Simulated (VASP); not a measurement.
# GaAs (F-43m) in VASP: notebook

The runs below take GaAs through single point, with PBE, pbe exchange, lyp correlation.

Program: VASP 6.6.1. These are calculated values, not measurements. Logs are shortened: lines on timing, memory, paths and dates and some standing lists are left out, and cuts for length are marked.

**1. The cell of the first run**

The structure is cubic, space group F-43m (No. 216). Conventional cell: a = 5.654 Å, b = 5.654 Å, c = 5.654 Å, α = 90.00°, β = 90.00°, γ = 90.00°. Within 3.2 Å of As (site symmetry -43m) lie 4 Ga at 2.45 Å. Ga (site symmetry -43m) has 4 As at 2.45 Å within 3.2 Å.

**2. Single point, PBE, non-collinear spin, zero start, spin-orbit coupling**

INCAR reads:

```
SYSTEM = GaAs
PREC     = Accurate       ! precision mode
ENCUT    = 520            ! plane-wave cutoff, eV
EDIFF    = 1E-6           ! SCF threshold, eV
ISMEAR   = 0              ! smearing method
SIGMA    = 0.05           ! smearing width, eV
LREAL    = .False.        ! projectors in reciprocal space
LASPH    = .True.         ! aspherical terms in the spheres
NELM     = 150            ! most SCF steps
ALGO     = Normal         ! electronic algorithm
ISIF     = 2              ! what is computed and relaxed
LWAVE    = .False.        ! write WAVECAR
LCHARG   = .False.        ! write CHGCAR
MAGMOM   = 0 0 0 0 0 0    ! initial moments
LORBIT   = 11             ! projections on sites
LSORBIT  = .True.         ! spin-orbit coupling
GGA_COMPAT= .False.      
LORBMOM  = .True.       
GGA      = PE             ! functional
NBANDS   = 30             ! bands
```

KPOINTS reads:

```
regular mesh
0
Gamma
  13 13 13
  0 0 0
```

POSCAR reads:

```
GaAs
1.0
    0.0000000000      2.8268500000      2.8268500000
    2.8268500000      0.0000000000      2.8268500000
    2.8268500000      2.8268500000      0.0000000000
As Ga
1 1
Direct
    0.7500000000      0.7500000000      0.7500000000
    0.0000000000      0.0000000000      0.0000000000
```

Potentials or basis: VASP PAW PBE potentials, release 64 (As, Ga_d).

Command:

```bash
> cat potpaw_PBE.64/As/POTCAR potpaw_PBE.64/Ga_d/POTCAR > POTCAR
> mpirun -np 1 vasp_ncl > vasp.out
```

OUTCAR:

```text
SYSTEM = GaAs
   PREC = Accurate
   ENCUT = 520
   EDIFF = 1E-6
   ISMEAR = 0
   LREAL = .False.
   LASPH = .True.
   NELM = 150
   ISIF = 2
   LORBIT = 11
   LSORBIT = .True.
   GGA = PE

 ion  position               nearest neighbor table
   1  0.750  0.750  0.750-   2 2.45   2 2.45   2 2.45   2 2.45
   2  0.000  0.000  0.000-   1 2.45   1 2.45   1 2.45   1 2.45

  LATTYP: Found a face centered cubic cell.
 ALAT       =     5.6537000000

  Lattice vectors:

 A1 = (   0.0000000000,   2.8268500000,   2.8268500000)
 A2 = (   2.8268500000,   0.0000000000,   2.8268500000)
 A3 = (   2.8268500000,   2.8268500000,   0.0000000000)

Analysis of symmetry for initial positions (statically):
=====================================================================
 Subroutine PRICEL returns:
 Original cell was already a primitive cell.

 Routine SETGRP: Setting up the symmetry group for a
 face centered cubic supercell.

 Subroutine GETGRP returns: Found 24 space group operations
 (whereof 24 operations were pure point group operations)
 out of a pool of 48 trial point group operations.

The static configuration has the point symmetry T_d .

Analysis of symmetry for dynamics (positions and initial velocities):
=====================================================================
 Subroutine PRICEL returns:
 Original cell was already a primitive cell.

 Routine SETGRP: Setting up the symmetry group for a
 face centered cubic supercell.

 Subroutine GETGRP returns: Found 24 space group operations
 (whereof 24 operations were pure point group operations)
 out of a pool of 48 trial point group operations.

The dynamic configuration has the point symmetry T_d .

Analysis of structural, dynamic, and magnetic symmetry:
=====================================================================
 Subroutine PRICEL returns:
 Original cell was already a primitive cell.

 Routine SETGRP: Setting up the symmetry group for a
 face centered cubic supercell.

 Subroutine GETGRP returns: Found 24 space group operations
 (whereof 24 operations were pure point group operations)
 out of a pool of 48 trial point group operations.

The overall configuration has the point symmetry T_d .

 Subroutine INISYM returns: Found 24 space group operations
 (whereof 24 operations are pure point group operations),
 and found     1 'primitive' translations

----------------------------------------------------------------------------------------

                                     Primitive cell

  volume of cell :      45.1792

  direct lattice vectors                    reciprocal lattice vectors
     0.000000000  2.826850000  2.826850000    -0.176875321  0.176875321  0.176875321
     2.826850000  0.000000000  2.826850000     0.176875321 -0.176875321  0.176875321
     2.826850000  2.826850000  0.000000000     0.176875321  0.176875321 -0.176875321

  length of vectors
     3.997769609  3.997769609  3.997769609     0.306357042  0.306357042  0.306357042

  position of ions in fractional coordinates (direct lattice)
     0.750000000  0.750000000  0.750000000
     0.000000000  0.000000000  0.000000000

  ion indices of the primitive-cell ions
   primitive index   ion index
                 1           1
                 2           2

----------------------------------------------------------------------------------------

 KPOINTS: regular mesh

Automatic generation of k-mesh.
 Grid dimensions read from file:
 generate k-points for:   13   13   13

 Generating k-lattice:

  Cartesian coordinates                     Fractional coordinates (reciprocal lattice)
    -0.013605794  0.013605794  0.013605794     0.076923077  0.000000000  0.000000000
     0.013605794 -0.013605794  0.013605794     0.000000000  0.076923077  0.000000000
     0.013605794  0.013605794 -0.013605794     0.000000000  0.000000000  0.076923077

  Length of vectors
     0.023565926  0.023565926  0.023565926

  Shift w.r.t. Gamma in fractional coordinates (k-lattice)
     0.000000000  0.000000000  0.000000000

 Subroutine IBZKPT returns following result:
 ===========================================

 Found    140 irreducible k-points:

 Following reciprocal coordinates:
            Coordinates               Weight
  0.000000  0.000000  0.000000      1.000000
  0.076923  0.000000  0.000000      4.000000
 -0.076923  0.000000  0.000000      4.000000
  0.153846  0.000000  0.000000      4.000000
 -0.153846  0.000000  0.000000      4.000000
  0.230769  0.000000  0.000000      4.000000
[... 54 lines left out ...]
   IALGO  =     38    algorithm
   IMIX   =      4    mixing-type and parameters
     AMIX     =   0.40;   BMIX     =  1.00
     AMIX_MAG =   1.60;   BMIX_MAG =  1.00
  volume/ion in A,a.u.               =      22.59       152.44
  Fermi-wavevector in a.u.,A,eV,Ry     =   1.204628  2.276417 19.743799  1.451128
  Thomas-Fermi vector in A             =   2.340347
   LORBIT       =     11    0 simple, 1 ext, 2 COOP (PROOUT), +10 PAW based schemes
   GGA     = PE    functional components
   LHFCALC =     F    Hartree Fock is set to
   AEXX    =    0.0000 exact exchange contribution
   IVDW    =     0    specifies the selected vdW correction
   LEPSILON=     F    determine dielectric tensor
   LRPA    =     F    only Hartree local field effects (RPA)
 Gauss-broadening in eV      SIGMA  =   0.05
  energy-cutoff  :      520.00
  volume of cell :       45.18
 maximum number of plane-waves:      2486
 NGX is ok and might be reduce to    30
   NGX = 15   NGY = 15   NGZ = 15

 number of electron      17.9999995 magnetization      -0.0000000     -0.0000000      0.0000000

 number of electron      17.9999995 magnetization      -0.0000000     -0.0000000     -0.0000000

 number of electron      17.9999995 magnetization       0.0000000     -0.0000000      0.0000000

 number of electron      17.9999995 magnetization       0.0000000      0.0000000      0.0000000

 Free energy of the ion-electron system (eV)
  ---------------------------------------------------
  ext. energy  EPLUGINS =         0.00000000
  ---------------------------------------------------
  free energy    TOTEN  =        -8.26979090 eV

  energy without entropy =       -8.26979090  energy(sigma->0) =       -8.26979090

 E-fermi :   4.2318     XC(G=0):  -9.5883

 val. band max:        4.0391669770   @ k =   0.0000   0.0000   0.0000
 cond. band min:       4.4521050497   @ k =   0.0000   0.0000   0.0000
 fundamental gap:      0.4129380727
 Fermi energy:         4.2317941776

 k-point     1 :       0.0000    0.0000    0.0000
  band No.  band energies     occupation
      1     -11.1189      1.00000
      2     -11.1189      1.00000
      3     -11.1189      1.00000
      4     -11.1189      1.00000
      5     -10.6943      1.00000
      6     -10.6943      1.00000
[... 781 lines left out ...]
     29      14.9971      0.00000
     30      15.0306      0.00000

 [... further k-points ...]

------------------------ aborting loop because EDIFF is reached ----------------------------------------

  FORCE on cell =-STRESS in cart. coord.  units (eV):
  Direction    XX          YY          ZZ          XY          YZ          ZX
  --------------------------------------------------------------------------------------
  -------------------------------------------------------------------------------------
  Total        0.9765747      0.9765747      0.9765747     -0.0000000      0.0000000      0.0000000
  in kB       34.6320160     34.6320160     34.6320160     -0.0000000      0.0000000      0.0000000
  external PRESSURE =      34.6320160 kB  Pullay stress =       0.0000000 kB

 VOLUME and BASIS-vectors are now :
 -----------------------------------------------------------------------------
  energy-cutoff  :      520.00
  volume of cell :       45.18
      direct lattice vectors                 reciprocal lattice vectors
     0.000000000  2.826850000  2.826850000    -0.176875321  0.176875321  0.176875321
     2.826850000  0.000000000  2.826850000     0.176875321 -0.176875321  0.176875321
     2.826850000  2.826850000  0.000000000     0.176875321  0.176875321 -0.176875321

 POSITION                                       TOTAL-FORCE (eV/Angst)
 -----------------------------------------------------------------------------------
      4.24027      4.24027      4.24027         0.000000      0.000000      0.000000
      0.00000      0.00000      0.00000        -0.000000     -0.000000     -0.000000
 -----------------------------------------------------------------------------------
    total drift:                                0.000000      0.000000      0.000000

  FREE ENERGIE OF THE ION-ELECTRON SYSTEM (eV)
  ---------------------------------------------------
  free  energy   TOTEN  =        -8.2697909017 eV

  energy  without entropy=       -8.2697909017  energy(sigma->0) =       -8.26979090

 orbital moment (x)

 # of ion     p       d       tot
 ----------------------------------------
  1        -0.000  -0.000  -0.000
  2        -0.000   0.000   0.000
 ----------------------------------------
           -0.000   0.000  -0.000

 orbital moment (y)

 # of ion     p       d       tot
 ----------------------------------------
  1         0.000   0.000   0.000
  2         0.000  -0.000   0.000
 ----------------------------------------
            0.000  -0.000   0.000

 orbital moment (z)

 # of ion     p       d       tot
 ----------------------------------------
  1         0.000  -0.000   0.000
  2        -0.000  -0.000  -0.000
 ----------------------------------------
            0.000  -0.000  -0.000

 Spin-Orbit-Coupling matrix elements

 Ion:    1  E_soc:     -0.0240135
 l=   1
     0.0000000    -0.0039948    -0.0039948
    -0.0039948     0.0000000    -0.0039948
    -0.0039948    -0.0039948     0.0000000
 l=   2
     0.0000000    -0.0000036     0.0000000    -0.0000036    -0.0000039
    -0.0000036     0.0000000    -0.0000029    -0.0000036    -0.0000010
     0.0000000    -0.0000029     0.0000000    -0.0000029     0.0000000
    -0.0000036    -0.0000036    -0.0000029     0.0000000    -0.0000010
    -0.0000039    -0.0000010     0.0000000    -0.0000010     0.0000000
 l=   3
     0.0000000     0.0000000     0.0000000     0.0000000     0.0000000     0.0000000     0.0000000
     0.0000000     0.0000000     0.0000000     0.0000000     0.0000000     0.0000000     0.0000000
     0.0000000     0.0000000     0.0000000     0.0000000     0.0000000     0.0000000     0.0000000
     0.0000000     0.0000000     0.0000000     0.0000000     0.0000000     0.0000000     0.0000000
     0.0000000     0.0000000     0.0000000     0.0000000     0.0000000     0.0000000     0.0000000
     0.0000000     0.0000000     0.0000000     0.0000000     0.0000000     0.0000000     0.0000000
     0.0000000     0.0000000     0.0000000     0.0000000     0.0000000     0.0000000     0.0000000

 Ion:    2  E_soc:     -0.0119958
 l=   1
     0.0000000    -0.0011666    -0.0011666
    -0.0011666     0.0000000    -0.0011666
    -0.0011666    -0.0011666     0.0000000
 l=   2
     0.0000000    -0.0001656     0.0000000    -0.0001656    -0.0006671
    -0.0001656     0.0000000    -0.0005003    -0.0001656    -0.0001668
     0.0000000    -0.0005003     0.0000000    -0.0005003     0.0000000
    -0.0001656    -0.0001656    -0.0005003     0.0000000    -0.0001668
    -0.0006671    -0.0001668     0.0000000    -0.0001668     0.0000000
 l=   3
     0.0000000     0.0000000     0.0000000     0.0000000     0.0000000     0.0000000     0.0000000
     0.0000000     0.0000000     0.0000000     0.0000000     0.0000000     0.0000000     0.0000000
     0.0000000     0.0000000     0.0000000     0.0000000     0.0000000     0.0000000     0.0000000
     0.0000000     0.0000000     0.0000000     0.0000000     0.0000000     0.0000000     0.0000000
     0.0000000     0.0000000     0.0000000     0.0000000     0.0000000     0.0000000     0.0000000
     0.0000000     0.0000000     0.0000000     0.0000000     0.0000000     0.0000000     0.0000000
     0.0000000     0.0000000     0.0000000     0.0000000     0.0000000     0.0000000     0.0000000

 total charge

# of ion       s       p       d       tot
------------------------------------------
    1        1.210   1.599   0.031   2.840
    2        0.883   0.802   9.994  11.679
--------------------------------------------------
tot          2.092   2.401  10.026  14.519

 magnetization (x)

# of ion       s       p       d       tot
------------------------------------------
    1       -0.000   0.000   0.000   0.000
    2       -0.000  -0.000  -0.000  -0.000
--------------------------------------------------
tot         -0.000  -0.000   0.000  -0.000

 magnetization (y)

# of ion       s       p       d       tot
------------------------------------------
    1        0.000   0.000   0.000   0.000
    2       -0.000  -0.000  -0.000  -0.000
--------------------------------------------------
tot         -0.000  -0.000   0.000  -0.000

 magnetization (z)

# of ion       s       p       d       tot
------------------------------------------
    1        0.000   0.000  -0.000   0.000
    2       -0.000  -0.000  -0.000  -0.000
--------------------------------------------------
tot         -0.000  -0.000  -0.000  -0.000
```

Run time: 3 min. Hardware: 1 thread of Intel Xeon 6975P-C (Granite Rapids), shared host; peak memory 0.46 GiB.

What came out:

* Free energy: -8.2698 eV
* Pressure: 3.5 GPa
* Net moment: 0.00 μB per cell
* Valence electrons inside the program's atomic spheres: As 2.84; Ga 11.68

Moments on the atoms (μB; x, y, z):
```
As  0.00 0.00 0.00
Ga  0.00 0.00 0.00
```

Caveat: the cell stands under pressure.

(Part 1 of 2 ends here.)
